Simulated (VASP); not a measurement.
Crystal: Ir.

```
Ir
1.0
     0.00000    1.90609    1.90609
     1.90609    0.00000    1.90609
     1.90609    1.90609    0.00000
Ir
1
Direct
  0.00000 0.00000 0.00000
```

Base run:

```yaml
Program: VASP 6.6.1
Functional: LDA
Potentials_or_basis: VASP PAW LDA potentials, release 64 (Ir)
Cutoff: 520 eV
k_mesh: 20 × 20 × 20
Occupations: fermi-dirac, width 0.1 eV
Spin: no spin polarisation
```

Its results: pressure 2.4 GPa.

Task: After a change of settings the same cell gave: pressure 1.1 GPa. Which change was it?
A. k mesh from 20 × 20 × 20 to 15 × 15 × 15
B. k mesh from 20 × 20 × 20 to 4 × 4 × 4
C. k mesh from 20 × 20 × 20 to 7 × 7 × 7
D. k mesh from 20 × 20 × 20 to 14 × 14 × 14; occupations from fermi-dirac, width 0.1 eV to methfessel-paxton, width 0.2 eV

Result: C.

Caveats: some runs use coarse meshes.
